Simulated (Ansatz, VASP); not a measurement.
## GaP: VASP beside Ansatz

```
Ga P
1.0
     0.00000    2.75329    2.75329
     2.75329    0.00000    2.75329
     2.75329    2.75329    0.00000
Ga P
1 1
Cartesian
  0.0000 0.0000 0.0000
  1.3766 1.3766 1.3766
```

Alike in both runs: functional PBE; k mesh 10 × 10 × 10; occupations gaussian, width 0.02 eV; no spin polarisation.

Ansatz relaxed the structure, and its values are those at the end. VASP's run is a single point on that final structure, the one shown.

```csv
,VASP,Ansatz
version,VASP 6.6.1,Ansatz 0.2.0
potentials or method,"VASP PAW PBE potentials, release 64 (Ga_d, P), cutoff 500 eV","scalar-relativistic, plane waves, PAW"
valence electrons in the cell,18,18
```

|  | VASP | Ansatz | Ansatz less VASP |
| --- | --- | --- | --- |
| gap on the k mesh at the Fermi level (eV) | 1.57 | 1.58 | +0.005 |
| least direct gap on the mesh (eV) | 1.57 | 1.58 | +0.005 |
| pressure (GPa) | -0.1 | 0.0 | +0.10 |
